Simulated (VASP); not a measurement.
SnTe:

```
CELL_PARAMETERS angstrom
0.00000 3.15085 3.15085
3.15085 0.00000 3.15085
3.15085 3.15085 0.00000
ATOMIC_POSITIONS crystal
Te 0.50000 0.50000 0.50000
Sn 0.00000 0.00000 0.00000
```

| Property | Result |
| --- | --- |
| Program | VASP 6.6.1 |
| Task | relaxation of cell and atoms |
| Functional | RPBE |
| Potentials or basis | VASP PAW PBE potentials, release 64 (Te, Sn_d) |
| Cutoff | 600 eV |
| k mesh | 7 × 7 × 7 |
| Occupations | fermi-dirac, width 0.05 eV |
| Spin | no spin polarisation |

At the start: pressure 3.7 GPa; volume 31.28 Å³/atom.

Q: Where does the relaxation end?

A: Over 3 steps the energy falls by 28.9 meV/atom and the volume is 34.01 Å³/atom (+8.7 %); space group Fm-3m (No. 225, to 0.1 Å) before and after.

Step by step:
```
step  energy change (eV)  largest force (eV/Å)  pressure (GPa)  volume (Å³)
   1              0.0000                0.0000            3.65        62.56
   2             -0.0555                0.0000           -0.61        69.24
   3             -0.0578                0.0000            0.00        68.02
```

Final structure:
```cif
data_structure
_symmetry_space_group_name_H-M 'P 1'
_symmetry_Int_Tables_number 1
_cell_length_a 4.5819
_cell_length_b 4.5819
_cell_length_c 4.5819
_cell_angle_alpha 60.000
_cell_angle_beta 60.000
_cell_angle_gamma 60.000
_cell_volume 68.02
loop_
_atom_site_label
_atom_site_type_symbol
_atom_site_fract_x
_atom_site_fract_y
_atom_site_fract_z
_atom_site_occupancy
Te1 Te 0.50000 0.50000 0.50000 1
Sn1 Sn 0.00000 0.00000 0.00000 1
```

Caveat: the PAW data sets were made with another functional, which shifts forces and pressure a little.
